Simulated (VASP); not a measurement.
# NbTe (Pm-3m) in VASP: notebook, part 2 of 2

VASP 6.6.1.

**4. Single point, PBE**

INCAR reads:

```
SYSTEM = NbTe
ALGO = Normal
EDIFF = 1E-6
ENCUT = 520
GGA = PE
ISIF = 2
ISMEAR = 0
LASPH = .TRUE.
LCHARG = .FALSE.
LREAL = .FALSE.
LWAVE = .FALSE.
NBANDS = 16
NELM = 80
PREC = Accurate
SIGMA = 0.016
```

KPOINTS reads:

```
k-points
0
G
  8 8 8
  0 0 0
```

POSCAR reads:

```
NbTe
1.0
    3.4257000000      0.0000000000      0.0000000000
    0.0000000000      3.4257000000      0.0000000000
    0.0000000000      0.0000000000      3.4257000000
Nb Te
1 1
Direct
    0.5000000000      0.5000000000      0.5000000000
    0.0000000000      0.0000000000      0.0000000000
```

Potentials or basis: VASP PAW PBE potentials, release 64 (Nb_sv, Te).

On the command line:

```sh
$ cat potpaw_PBE.64/Nb_sv/POTCAR potpaw_PBE.64/Te/POTCAR > POTCAR
$ mpirun -np 1 vasp_std > vasp.out
```

OUTCAR:

```text
SYSTEM = NbTe
   EDIFF = 1E-6
   ENCUT = 520
   GGA = PE
   ISIF = 2
   ISMEAR = 0
   LASPH = .TRUE.
   LREAL = .FALSE.
   NELM = 80
   PREC = Accurate

 ion  position               nearest neighbor table
   1  0.500  0.500  0.500-   2 2.97   2 2.97   2 2.97   2 2.97   2 2.97   2 2.97   2 2.97   2 2.97

   2  0.000  0.000  0.000-   1 2.97   1 2.97   1 2.97   1 2.97   1 2.97   1 2.97   1 2.97   1 2.97

  LATTYP: Found a simple cubic cell.
 ALAT       =     3.4257000000

  Lattice vectors:

 A1 = (   3.4257000000,   0.0000000000,   0.0000000000)
 A2 = (   0.0000000000,   3.4257000000,   0.0000000000)
 A3 = (   0.0000000000,   0.0000000000,   3.4257000000)

Analysis of symmetry for initial positions (statically):
=====================================================================
 Subroutine PRICEL returns:
 Original cell was already a primitive cell.

 Routine SETGRP: Setting up the symmetry group for a
 simple cubic supercell.

 Subroutine GETGRP returns: Found 48 space group operations
 (whereof 48 operations were pure point group operations)
 out of a pool of 48 trial point group operations.

The static configuration has the point symmetry O_h .

Analysis of symmetry for dynamics (positions and initial velocities):
=====================================================================
 Subroutine PRICEL returns:
 Original cell was already a primitive cell.

 Routine SETGRP: Setting up the symmetry group for a
 simple cubic supercell.

 Subroutine GETGRP returns: Found 48 space group operations
 (whereof 48 operations were pure point group operations)
 out of a pool of 48 trial point group operations.

The dynamic configuration has the point symmetry O_h .

 Subroutine INISYM returns: Found 48 space group operations
 (whereof 48 operations are pure point group operations),
 and found     1 'primitive' translations

----------------------------------------------------------------------------------------

                                     Primitive cell

  volume of cell :      40.2020

  direct lattice vectors                    reciprocal lattice vectors
     3.425700000  0.000000000  0.000000000     0.291911142  0.000000000  0.000000000
     0.000000000  3.425700000  0.000000000     0.000000000  0.291911142  0.000000000
     0.000000000  0.000000000  3.425700000     0.000000000  0.000000000  0.291911142

  length of vectors
     3.425700000  3.425700000  3.425700000     0.291911142  0.291911142  0.291911142

  position of ions in fractional coordinates (direct lattice)
     0.500000000  0.500000000  0.500000000
     0.000000000  0.000000000  0.000000000

  ion indices of the primitive-cell ions
   primitive index   ion index
                 1           1
                 2           2

----------------------------------------------------------------------------------------

 KPOINTS: k-points

Automatic generation of k-mesh.
 Grid dimensions read from file:
 generate k-points for:    8    8    8

 Generating k-lattice:

  Cartesian coordinates                     Fractional coordinates (reciprocal lattice)
     0.036488893  0.000000000  0.000000000     0.125000000  0.000000000  0.000000000
     0.000000000  0.036488893  0.000000000     0.000000000  0.125000000  0.000000000
     0.000000000  0.000000000  0.036488893     0.000000000  0.000000000  0.125000000

  Length of vectors
     0.036488893  0.036488893  0.036488893

  Shift w.r.t. Gamma in fractional coordinates (k-lattice)
     0.000000000  0.000000000  0.000000000

 Subroutine IBZKPT returns following result:
 ===========================================

 Found     35 irreducible k-points:

 Following reciprocal coordinates:
            Coordinates               Weight
  0.000000  0.000000  0.000000      1.000000
  0.125000  0.000000  0.000000      6.000000
  0.250000  0.000000  0.000000      6.000000
  0.375000  0.000000  0.000000      6.000000
  0.500000  0.000000  0.000000      3.000000
  0.125000  0.125000  0.000000     12.000000
[... 16 lines left out ...]
  0.375000  0.375000  0.125000     24.000000
  0.500000  0.375000  0.125000     24.000000
 [... further k-points ...]
   k-points           NKPTS =     35   k-points in BZ     NKDIM =     35   number of bands    NBANDS=     16
   number of dos      NEDOS =    301   number of ions     NIONS =      2
   total plane-waves  NPLWV =  21952
   dimension x,y,z NGX =    28 NGY =   28 NGZ =   28
   dimension x,y,z NGXF=    56 NGYF=   56 NGZF=   56
   ions per type =               1   1
   NGX,Y,Z   is equivalent  to a cutoff of  13.59, 13.59, 13.59 a.u.
   NGXF,Y,Z  is equivalent  to a cutoff of  27.18, 27.18, 27.18 a.u.
 SYSTEM =  NbTe
   PREC   = accura    normal or accurate (medium, high low for compatibility)
   ISTART =      0    job   : 0-new  1-cont  2-samecut
   ICHARG =      2    charge: 1-file 2-atom 10-const
   ISPIN  =      1    spin polarized calculation?
   LNONCOLLINEAR =      F non collinear calculations
   LSORBIT =      F    spin-orbit coupling
   LASPH  =      T    aspherical Exc in radial PAW
   ENCUT  =  520.0 eV  38.22 Ry    6.18 a.u.   6.37  6.37  6.37*2*pi/ulx,y,z
   NELM   =     80;   NELMIN=  2; NELMDL= -5     # of ELM steps
   EDIFF  = 0.1E-05   stopping-criterion for ELM
   LREAL  =      F    real-space projection
   EDIFFG = 0.1E-04   stopping-criterion for IOM
   NSW    =      0    number of steps for IOM
   IBRION =     -1    ionic relax: 0-MD 1-quasi-New 2-CG
   NFREE  =      0    steps in history (QN), initial steepest desc. (CG)
   ISIF   =      2    stress and relaxation
   ISYM   =      2    0-nonsym 1-usesym 2-fastsym
   POTIM  = 0.5000    time-step for ionic-motion
   TEBEG  =    0.0;   TEEND  =   0.0 temperature during run
   PSTRESS=    0.0 pullay stress
   NELECT =      19.0000    total number of electrons
   NUPDOWN=      -1.0000    fix difference up-down
   EMIN   =  10.00;   EMAX   =-10.00  energy-range for DOS
   EFERMI =   0.00;   METHOD = LEGACY
   ISMEAR =     0;   SIGMA  =   0.02  broadening in eV -4-tet -1-fermi 0-gaus
   EFERMI_NEDOS =   21; number of points for ismear=-14 and -15
   IALGO  =     38    algorithm
   IMIX   =      4    mixing-type and parameters
     AMIX     =   0.40;   BMIX     =  1.00
     AMIX_MAG =   1.60;   BMIX_MAG =  1.00
  volume/ion in A,a.u.               =      20.10       135.65
  Fermi-wavevector in a.u.,A,eV,Ry     =   1.275195  2.409770 22.124747  1.626123
  Thomas-Fermi vector in A             =   2.407921
   LORBIT       =      0    0 simple, 1 ext, 2 COOP (PROOUT), +10 PAW based schemes
   GGA     = PE    functional components
   LHFCALC =     F    Hartree Fock is set to
   AEXX    =    0.0000 exact exchange contribution
   IVDW    =     0    specifies the selected vdW correction
   LEPSILON=     F    determine dielectric tensor
   LRPA    =     F    only Hartree local field effects (RPA)
 non-spin polarized calculation
 Gauss-broadening in eV      SIGMA  =   0.02
  energy-cutoff  :      520.00
  volume of cell :       40.20
 maximum number of plane-waves:      1108
 NGX is ok and might be reduce to    28
   NGX = 13   NGY = 13   NGZ = 13

 number of electron      18.9999999 magnetization

 Free energy of the ion-electron system (eV)
  ---------------------------------------------------
  ext. energy  EPLUGINS =         0.00000000
  ---------------------------------------------------
  free energy    TOTEN  =       -13.48721618 eV

  energy without entropy =      -13.48689225  energy(sigma->0) =      -13.48705422

 E-fermi :  12.0629     XC(G=0): -11.8082

 val. band max:       12.0517471551   @ k =   0.2500   0.1250   0.1250
 cond. band min:      12.0746417264   @ k =   0.2500   0.0000   0.0000
 fundamental gap:      0.0228945712
 Fermi energy:        12.0629121131

 k-point     1 :       0.0000    0.0000    0.0000
  band No.  band energies     occupation
      1     -43.2011      2.00000
      2     -19.2134      2.00000
      3     -19.2134      2.00000
      4     -19.2134      2.00000
      5      -2.3070      2.00000
      6       9.4120      2.00000
[... 8 lines left out ...]
     15      20.2354      0.00000
     16      20.2354      0.00000
[... 419 lines left out ...]
 k-point    24 :       0.5000    0.3750    0.1250
  band No.  band energies     occupation
      1     -43.1766      2.00000
      2     -19.3788      2.00000
      3     -19.3473      2.00000
      4     -19.2054      2.00000
      5       0.0687      2.00000
      6       5.9924      2.00000
[... 8 lines left out ...]
     15      19.5859      0.00000
     16      20.3488      0.00000

 [... further k-points ...]

------------------------ aborting loop because EDIFF is reached ----------------------------------------

  FORCE on cell =-STRESS in cart. coord.  units (eV):
  Direction    XX          YY          ZZ          XY          YZ          ZX
  --------------------------------------------------------------------------------------
  -------------------------------------------------------------------------------------
  Total       -0.0784840     -0.0784840     -0.0784840      0.0000000      0.0000000     -0.0000000
  in kB       -3.1278359     -3.1278359     -3.1278359      0.0000000      0.0000000     -0.0000000
  external PRESSURE =      -3.1278359 kB  Pullay stress =       0.0000000 kB

 VOLUME and BASIS-vectors are now :
 -----------------------------------------------------------------------------
  energy-cutoff  :      520.00
  volume of cell :       40.20
      direct lattice vectors                 reciprocal lattice vectors
     3.425700000  0.000000000  0.000000000     0.291911142  0.000000000  0.000000000
     0.000000000  3.425700000  0.000000000     0.000000000  0.291911142  0.000000000
     0.000000000  0.000000000  3.425700000     0.000000000  0.000000000  0.291911142

 POSITION                                       TOTAL-FORCE (eV/Angst)
 -----------------------------------------------------------------------------------
      1.71285      1.71285      1.71285         0.000000      0.000000      0.000000
      0.00000      0.00000      0.00000         0.000000      0.000000      0.000000
 -----------------------------------------------------------------------------------
    total drift:                                0.000000      0.000000      0.000000

  FREE ENERGIE OF THE ION-ELECTRON SYSTEM (eV)
  ---------------------------------------------------
  free  energy   TOTEN  =       -13.4872161850 eV

  energy  without entropy=      -13.4868922486  energy(sigma->0) =      -13.48705422
```

Wall time 40 s (1 thread of Intel Xeon 8259CL, shared host); peak memory 0.17 GiB.

What came out:

```yaml
Free_energy: -13.4872 eV
Pressure: -0.3 GPa
```

Levels at points of the mesh, in eV from the Fermi level:
```
           k point  band 6  band 7  band 8  band 9  band 10  band 11  band 12  band 13
(0.00, 0.00, 0.00)   -2.65   -2.65   -1.20   -1.20    -1.20     1.07     1.07     1.07
(0.50, 0.00, 0.00)   -7.81   -2.79   -2.79   -1.90     1.22     2.28     4.52     4.79
(0.50, 0.50, 0.00)   -5.53   -5.53   -2.60   -0.35    -0.35     0.62     1.21     2.50
(0.50, 0.50, 0.50)   -6.42   -6.42   -6.42    2.06     2.06     2.06     2.61     2.61
```

Caveat: spin-orbit coupling is left out, which moves the levels of the heavy elements.

**5. Single point, PBE**

INCAR reads:

```
  PREC = Accurate
  ENCUT = 520
  EDIFF = 1E-7
  ISMEAR = 0
  SIGMA = 0.017
  LREAL = F
  LASPH = T
  NELM = 80
  ALGO = Normal
  ISIF = 2
  LWAVE = F
  LCHARG = F
  GGA = PE
  NBANDS = 16
```

KPOINTS reads:

```
regular mesh
0
Gamma
  8 8 8
```

POSCAR is that of step 4.

Potentials or basis: VASP PAW PBE potentials, release 64 (Nb_sv, Te).

On the command line:

```sh
$ cat potpaw_PBE.64/Nb_sv/POTCAR potpaw_PBE.64/Te/POTCAR > POTCAR
$ mpirun -np 1 vasp_std > vasp.out
```

OUTCAR:

```text
PREC = Accurate
   ENCUT = 520
   EDIFF = 1E-7
   ISMEAR = 0
   LREAL = F
   LASPH = T
   NELM = 80
   ISIF = 2
   GGA = PE

 ion  position               nearest neighbor table
   1  0.500  0.500  0.500-   2 2.97   2 2.97   2 2.97   2 2.97   2 2.97   2 2.97   2 2.97   2 2.97

   2  0.000  0.000  0.000-   1 2.97   1 2.97   1 2.97   1 2.97   1 2.97   1 2.97   1 2.97   1 2.97

  LATTYP: Found a simple cubic cell.
 ALAT       =     3.4257000000

  Lattice vectors:

 A1 = (   3.4257000000,   0.0000000000,   0.0000000000)
 A2 = (   0.0000000000,   3.4257000000,   0.0000000000)
 A3 = (   0.0000000000,   0.0000000000,   3.4257000000)

Analysis of symmetry for initial positions (statically):
=====================================================================
 Subroutine PRICEL returns:
 Original cell was already a primitive cell.

 Routine SETGRP: Setting up the symmetry group for a
 simple cubic supercell.

 Subroutine GETGRP returns: Found 48 space group operations
 (whereof 48 operations were pure point group operations)
 out of a pool of 48 trial point group operations.

[... 161 lines left out ...]
  energy without entropy =      -13.48687922  energy(sigma->0) =      -13.48705834

 E-fermi :  12.0635     XC(G=0): -11.8082

 val. band max:       12.0518872007   @ k =   0.2500   0.1250   0.1250
 cond. band min:      12.0747443841   @ k =   0.2500   0.0000   0.0000
 fundamental gap:      0.0228571834
 Fermi energy:        12.0634713298

 k-point     1 :       0.0000    0.0000    0.0000
  band No.  band energies     occupation
      1     -43.2006      2.00000
      2     -19.2130      2.00000
      3     -19.2130      2.00000
      4     -19.2130      2.00000
      5      -2.3070      2.00000
      6       9.4121      2.00000
[... 433 lines left out ...]
      3     -19.3468      2.00000
      4     -19.2049      2.00000
      5       0.0686      2.00000
      6       5.9923      2.00000
[... 8 lines left out ...]
     15      19.5859      0.00000
     16      20.3489      0.00000

 [... further k-points ...]

------------------------ aborting loop because EDIFF is reached ----------------------------------------

  FORCE on cell =-STRESS in cart. coord.  units (eV):
  Direction    XX          YY          ZZ          XY          YZ          ZX
  --------------------------------------------------------------------------------------
  -------------------------------------------------------------------------------------
  Total       -0.0831198     -0.0831198     -0.0831198      0.0000000     -0.0000000      0.0000000
  in kB       -3.3125835     -3.3125835     -3.3125835      0.0000000     -0.0000000      0.0000000
  external PRESSURE =      -3.3125835 kB  Pullay stress =       0.0000000 kB

 VOLUME and BASIS-vectors are now :
 -----------------------------------------------------------------------------
  energy-cutoff  :      520.00
  volume of cell :       40.20
      direct lattice vectors                 reciprocal lattice vectors
     3.425700000  0.000000000  0.000000000     0.291911142  0.000000000  0.000000000
     0.000000000  3.425700000  0.000000000     0.000000000  0.291911142  0.000000000
     0.000000000  0.000000000  3.425700000     0.000000000  0.000000000  0.291911142

 POSITION                                       TOTAL-FORCE (eV/Angst)
 -----------------------------------------------------------------------------------
      1.71285      1.71285      1.71285         0.000000      0.000000      0.000000
      0.00000      0.00000      0.00000         0.000000      0.000000      0.000000
 -----------------------------------------------------------------------------------
    total drift:                                0.000000      0.000000      0.000000

  FREE ENERGIE OF THE ION-ELECTRON SYSTEM (eV)
  ---------------------------------------------------
  free  energy   TOTEN  =       -13.4872374606 eV

  energy  without entropy=      -13.4868792159  energy(sigma->0) =      -13.48705834
```

OSZICAR:

```text
N       E                     dE             d eps       ncg     rms          rms(c)
DAV:   1     0.151312993620E+03    0.15131E+03   -0.94527E+03  1120   0.108E+03
DAV:   2    -0.454526419487E+01   -0.15586E+03   -0.15116E+03  1472   0.374E+02
DAV:   3    -0.137191487974E+02   -0.91739E+01   -0.90580E+01  2072   0.682E+01
DAV:   4    -0.139275356562E+02   -0.20839E+00   -0.20509E+00  1312   0.922E+00
DAV:   5    -0.139353301246E+02   -0.77945E-02   -0.77926E-02  1832   0.182E+00    0.820E+00
DAV:   6    -0.135186066632E+02    0.41672E+00   -0.14227E+00  1624   0.103E+01    0.413E+00
DAV:   7    -0.134945108865E+02    0.24096E-01   -0.79457E-02  1336   0.193E+00    0.197E+00
DAV:   8    -0.134871263796E+02    0.73845E-02   -0.23874E-02  1576   0.117E+00    0.324E-01
DAV:   9    -0.134872085235E+02   -0.82144E-04   -0.20159E-03  1672   0.340E-01    0.240E-01
DAV:  10    -0.134872503804E+02   -0.41857E-04   -0.46897E-04  1496   0.219E-01    0.298E-02
DAV:  11    -0.134872378431E+02    0.12537E-04   -0.45990E-05  1536   0.714E-02    0.135E-02
DAV:  12    -0.134872368840E+02    0.95912E-06   -0.23045E-06  1560   0.169E-02    0.405E-03
DAV:  13    -0.134872375502E+02   -0.66616E-06   -0.40566E-07  1464   0.715E-03    0.140E-03
DAV:  14    -0.134872374606E+02    0.89565E-07   -0.17474E-08   720   0.149E-03
   1 F= -.13487237E+02 E0= -.13487058E+02  d E =-.358245E-03
```

stdout:

```text
POSCAR found type information on POSCAR NbTe
 POSCAR found :  2 types and       2 ions
 scaLAPACK will be used
 LDA part: xc-table for (Slater+PW92), standard interpolation
 POSCAR, INCAR and KPOINTS ok, starting setup
 FFT: planning ... GRIDC
 FFT: planning ... GRID_SOFT
 FFT: planning ... GRID
 WAVECAR not read
 entering main loop
```

Wall time 44 s (1 thread of Intel Xeon 8259CL, shared host); peak memory 0.17 GiB.

Results:

```yaml
Free_energy: -13.4872 eV
Pressure: -0.3 GPa
```

Caveat: spin-orbit coupling is left out, which moves the levels of the heavy elements.

**6. The runs side by side**

| smearing | gap on the mesh (eV) | pressure (GPa) |
| --- | --- | --- |
| gaussian 0.014 eV | none | -0.3 |
| gaussian 0.015 eV | none | -0.3 |
| gaussian 0.016 eV | none | -0.3 |
| gaussian 0.017 eV | none | -0.3 |

Alike in all rows: task single point; level PBE; potentials or basis VASP PAW PBE potentials, release 64 (Nb_sv, Te); no spin polarisation; cell as given; k mesh 8 × 8 × 8; cutoff (eV) 520.

Every run on the cell as given and a fine mesh finds a metal.

Caveats: spin-orbit coupling is left out, which moves the levels of the heavy elements.

Absolute energies hang on the potentials; compare differences alone.
